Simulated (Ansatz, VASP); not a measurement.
# BaF2 in VASP and in Ansatz

```
CELL_PARAMETERS angstrom
0.00000 3.12300 3.12300
3.12300 0.00000 3.12300
3.12300 3.12300 0.00000
ATOMIC_POSITIONS crystal
Ba 0.00000 0.00000 0.00000
F 0.25000 0.25000 0.25000
F 0.75000 0.75000 0.75000
```

Alike in both runs: task single point; functional PBE; k mesh 6 × 6 × 6; occupations gaussian, width 0.02 eV; no spin polarisation.

```csv
,VASP,Ansatz
version,VASP 6.6.1,Ansatz 0.2.0
potentials or method,"VASP PAW PBE potentials, release 64 (Ba_sv, F), cutoff 600 eV","scalar-relativistic, plane waves, PAW"
valence electrons in the cell,24,24
```

|  | VASP | Ansatz | Ansatz less VASP |
| --- | --- | --- | --- |
| gap on the k mesh at the Fermi level (eV) | 6.68 | 6.75 | +0.071 |
| least direct gap on the mesh (eV) | 6.73 | 6.82 | +0.081 |
| pressure (GPa) | 0.9 | 0.0 | -0.90 |

Neither program's run includes spin-orbit coupling.
